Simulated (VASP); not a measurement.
# CuO (F-43m) in VASP: notebook

Aim: see how the results for CuO move with the level of theory and the settings. Levels: LDA, PBE. Tasks: vibrations by perturbation theory, density of states.

All numbers are computed with VASP 6.6.1; they aren't measurements. Logs are shortened: lines on timing, memory, paths and dates and some standing lists are left out, and cuts for length are marked.

**1. The cell of the first run**

Symmetry: F-43m, No. 216, cubic system. The conventional cell has a = 4.655 Å, b = 4.655 Å, c = 4.655 Å, α = 90.00°, β = 90.00°, γ = 90.00°. Cu (site symmetry -43m) has 4 O at 2.02 Å within 2.7 Å. Within 2.7 Å of O (site symmetry -43m) lie 4 Cu at 2.02 Å.

**2. Vibrations by perturbation theory, LDA**

File INCAR:

```
ALGO = Normal
EDIFF = 1E-8
ENCUT = 520
IBRION = 8
ISIF = 2
ISMEAR = -1
LASPH = True
LCHARG = False
LREAL = False
LWAVE = False
NBANDS = 16
NELM = 80
NSW = 1
PREC = Accurate
SIGMA = 0.05
```

File KPOINTS:

```
k-points
0
Gamma
  8 8 8
```

File POSCAR:

```
CuO
1.0
    0.0000000000      2.3272527300      2.3272527300
    2.3272527300      0.0000000000      2.3272527300
    2.3272527300      2.3272527300      0.0000000000
Cu O
1 1
Direct
    0.0000000000      0.0000000000      0.0000000000
    0.2500000000      0.2500000000      0.2500000000
```

Potentials or basis: VASP PAW LDA potentials, release 64 (Cu, O).

Run with:

```bash
$ cat potpaw_LDA.64/Cu/POTCAR potpaw_LDA.64/O/POTCAR > POTCAR
$ mpirun -np 1 vasp_std > vasp.out
```

OUTCAR:

```text
EDIFF = 1E-8
   ENCUT = 520
   IBRION = 8
   ISIF = 2
   ISMEAR = -1
   LASPH = True
   LREAL = False
   NELM = 80
   NSW = 1
   PREC = Accurate

 ion  position               nearest neighbor table
   1  0.000  0.000  0.000-   2 2.02   2 2.02   2 2.02   2 2.02
   2  0.250  0.250  0.250-   1 2.02   1 2.02   1 2.02   1 2.02

  LATTYP: Found a face centered cubic cell.
 ALAT       =     4.6545054600

  Lattice vectors:

 A1 = (   0.0000000000,   2.3272527300,   2.3272527300)
 A2 = (   2.3272527300,   0.0000000000,   2.3272527300)
 A3 = (   2.3272527300,   2.3272527300,   0.0000000000)

Analysis of symmetry for initial positions (statically):
=====================================================================
 Subroutine PRICEL returns:
 Original cell was already a primitive cell.

 Routine SETGRP: Setting up the symmetry group for a
 face centered cubic supercell.

 Subroutine GETGRP returns: Found 24 space group operations
 (whereof 24 operations were pure point group operations)
 out of a pool of 48 trial point group operations.

The static configuration has the point symmetry T_d .

Analysis of symmetry for dynamics (positions and initial velocities):
=====================================================================
 Subroutine PRICEL returns:
 Original cell was already a primitive cell.

 Routine SETGRP: Setting up the symmetry group for a
 face centered cubic supercell.

 Subroutine GETGRP returns: Found 24 space group operations
 (whereof 24 operations were pure point group operations)
 out of a pool of 48 trial point group operations.

The dynamic configuration has the point symmetry T_d .

 Subroutine INISYM returns: Found 24 space group operations
 (whereof 24 operations are pure point group operations),
 and found     1 'primitive' translations

----------------------------------------------------------------------------------------

                                     Primitive cell

  volume of cell :      25.2093

  direct lattice vectors                    reciprocal lattice vectors
     0.000000000  2.327252730  2.327252730    -0.214845596  0.214845596  0.214845596
     2.327252730  0.000000000  2.327252730     0.214845596 -0.214845596  0.214845596
     2.327252730  2.327252730  0.000000000     0.214845596  0.214845596 -0.214845596

  length of vectors
     3.291232374  3.291232374  3.291232374     0.372123488  0.372123488  0.372123488

  position of ions in fractional coordinates (direct lattice)
     0.000000000  0.000000000  0.000000000
     0.250000000  0.250000000  0.250000000

  ion indices of the primitive-cell ions
   primitive index   ion index
                 1           1
                 2           2

----------------------------------------------------------------------------------------

 KPOINTS: k-points

Automatic generation of k-mesh.
 Grid dimensions read from file:
 generate k-points for:    8    8    8

 Generating k-lattice:

  Cartesian coordinates                     Fractional coordinates (reciprocal lattice)
    -0.026855700  0.026855700  0.026855700     0.125000000  0.000000000  0.000000000
     0.026855700 -0.026855700  0.026855700     0.000000000  0.125000000  0.000000000
     0.026855700  0.026855700 -0.026855700     0.000000000  0.000000000  0.125000000

  Length of vectors
     0.046515436  0.046515436  0.046515436

  Shift w.r.t. Gamma in fractional coordinates (k-lattice)
     0.000000000  0.000000000  0.000000000

 Subroutine IBZKPT returns following result:
 ===========================================

 Found     29 irreducible k-points:

[... 64 lines left out ...]
     AMIX     =   0.40;   BMIX     =  1.00
     AMIX_MAG =   1.60;   BMIX_MAG =  1.00
  volume/ion in A,a.u.               =      12.60        85.06
  Fermi-wavevector in a.u.,A,eV,Ry     =   1.435614  2.712916 28.041426  2.060987
  Thomas-Fermi vector in A             =   2.554893
   LORBIT       =      0    0 simple, 1 ext, 2 COOP (PROOUT), +10 PAW based schemes
   GGA     = CA    functional components
   LHFCALC =     F    Hartree Fock is set to
   AEXX    =    0.0000 exact exchange contribution
   IVDW    =     0    specifies the selected vdW correction
   LEPSILON=     F    determine dielectric tensor
   LRPA    =     F    only Hartree local field effects (RPA)
 non-spin polarized calculation
  energy-cutoff  :      520.00
  volume of cell :       25.21
 maximum number of plane-waves:       700
   NGX = 13   NGY = 13   NGZ = 13

--------------------------------------- Ionic step        1  -------------------------------------------

 number of electron      16.9999985 magnetization

 Free energy of the ion-electron system (eV)
  ---------------------------------------------------
  ext. energy  EPLUGINS =         0.00000000
  ---------------------------------------------------
  free energy    TOTEN  =       -11.06813839 eV

  energy without entropy =      -11.04747277  energy(sigma->0) =      -11.05780558

 E-fermi :   2.7036     XC(G=0): -11.1294

 val. band max:        2.6951201957   @ k =   0.5000   0.0000   0.0000
 cond. band min:       2.7406049909   @ k =  -0.3750   0.1250   0.0000
 fundamental gap:      0.0454847952
 Fermi energy:         2.7036470543

 k-point     1 :       0.0000    0.0000    0.0000
  band No.  band energies     occupation
      1     -15.2347      2.00000
      2      -1.6782      2.00000
      3      -1.6782      2.00000
      4      -1.6782      2.00000
      5       0.8557      2.00000
      6       0.8557      2.00000
[... 433 lines left out ...]
      3      -1.6857      2.00000
      4      -1.2708      2.00000
      5       0.7339      2.00000
      6       0.9203      2.00000
[... 8 lines left out ...]
     15      22.7732      0.00000
     16      25.6342      0.00000

 [... further k-points ...]
[... 5 lines left out ...]
  --------------------------------------------------------------------------------------
  -------------------------------------------------------------------------------------
  Total       -3.1923294     -3.1923294     -3.1923294      0.0000000     -0.0000000      0.0000000
  in kB     -202.8886000   -202.8886000   -202.8886000      0.0000000     -0.0000000      0.0000000
  external PRESSURE =    -202.8886000 kB  Pullay stress =       0.0000000 kB

 VOLUME and BASIS-vectors are now :
 -----------------------------------------------------------------------------
  energy-cutoff  :      520.00
  volume of cell :       25.21
      direct lattice vectors                 reciprocal lattice vectors
     0.000000000  2.327252730  2.327252730    -0.214845596  0.214845596  0.214845596
     2.327252730  0.000000000  2.327252730     0.214845596 -0.214845596  0.214845596
     2.327252730  2.327252730  0.000000000     0.214845596  0.214845596 -0.214845596

 POSITION                                       TOTAL-FORCE (eV/Angst)
 -----------------------------------------------------------------------------------
      0.00000      0.00000      0.00000         0.000000      0.000000     -0.000000
      1.16363      1.16363      1.16363        -0.000000     -0.000000      0.000000
 -----------------------------------------------------------------------------------
    total drift:                                0.000001      0.000001      0.000000

  FREE ENERGIE OF THE ION-ELECTRON SYSTEM (eV)
  ---------------------------------------------------
  free  energy   TOTEN  =       -11.0681383878 eV

  energy  without entropy=      -11.0474727669  energy(sigma->0) =      -11.05780558

[... ionic steps 2 to 3 ...]

--------------------------------------- Ionic step        4  -------------------------------------------

------------------------ aborting loop because EDIFF is reached ----------------------------------------

[... ionic steps 5 to 6 ...]

--------------------------------------- Ionic step        7  -------------------------------------------

 Free energy of the ion-electron system (eV)
  ---------------------------------------------------
  ---------------------------------------------------
  free energy    TOTEN  =        -0.35132814 eV

  energy without entropy =       -0.35132814

------------------------ aborting loop because EDIFF is reached ----------------------------------------

 INTERNAL STRAIN TENSOR  FOR ION    2  DIRECTION 1   (eV/Angst):
 -----------------------------------------------------------------------------
     0.00780  0.00000 -0.00000
    -0.00000  0.00469 -0.02069
     0.00000 -0.02069  0.00469

 INTERNAL STRAIN TENSOR FOR ION    2 for displacements in x,y,z  (eV/Angst):
          X           Y           Z          XY          YZ          ZX
  --------------------------------------------------------------------------------
  x     0.00000     0.00000     0.00000    -0.00000    -0.02069    -0.00000
  y     0.00000     0.00000     0.00000    -0.00000    -0.00000    -0.02069
  z     0.00000     0.00000     0.00000    -0.02069    -0.00000    -0.00000

 SECOND DERIVATIVES (NOT SYMMETRIZED)
 ------------------------------------
               1X          1Y          1Z          2X          2Y          2Z
  1X    -2.024288    0.000000    0.000000    2.024288    0.000000    0.000000
  1Y     0.000000   -2.024288    0.000000    0.000000    2.024288    0.000000
  1Z     0.000000    0.000000   -2.024288    0.000000    0.000000    2.024288
  2X     2.010805    0.000000    0.000000   -2.010805    0.000000    0.000000
  2Y     0.000000    2.010805    0.000000    0.000000   -2.010805    0.000000
  2Z     0.000000    0.000000    2.010805    0.000000    0.000000   -2.010805

 Eigenvectors and eigenvalues of the dynamical matrix
 ----------------------------------------------------

   1 f  =    6.204887 THz    38.986454 2PiTHz  206.972747 cm-1    25.661339 meV
             X         Y         Z           dx          dy          dz
      0.000000  0.000000  0.000000     0.000000    0.449687    0.000000
      1.163626  1.163626  1.163626     0.000000   -0.893186    0.000000
[... 21 lines left out ...]
   6 f/i=    0.008327 THz     0.052323 2PiTHz    0.277775 cm-1     0.034440 meV
             X         Y         Z           dx          dy          dz
      0.000000  0.000000  0.000000     0.000000    0.000000    0.893186
      1.163626  1.163626  1.163626     0.000000    0.000000    0.449687

--------------------------------------------------------------------------------------------------------

 ELASTIC MODULI CONTR FROM IONIC RELAXATION (kBar)
 Direction    XX          YY          ZZ          XY          YZ          ZX
 --------------------------------------------------------------------------------
 XX          -0.0000     -0.0000     -0.0000      0.0000      0.0000     -0.0000
 YY          -0.0000     -0.0000     -0.0000      0.0000      0.0000      0.0000
 ZZ          -0.0000     -0.0000     -0.0000     -0.0000      0.0000     -0.0000
 XY           0.0000      0.0000     -0.0000     -0.2093     -0.0000     -0.0000
 YZ           0.0000      0.0000      0.0000     -0.0000     -0.2093     -0.0000
 ZX          -0.0000      0.0000     -0.0000     -0.0000     -0.0000     -0.2093
 --------------------------------------------------------------------------------
```

Wall time 66 s (1 thread of AMD EPYC 9R45 (Zen 5), shared host); peak memory 0.18 GiB.

What came out:

```yaml
Highest_phonon_frequency_at_Γ_LO-TO_splitting_left_out: 207 cm⁻¹
```

Phonon frequencies in cm⁻¹ (negative: imaginary):
```csv
q point,frequencies
"(0.000, 0.000, 0.000)",0 0 0 207 207 207
```

Caveat: the cell wasn't relaxed at this level first, which shifts response properties.

(Part 1 of 3 ends here.)
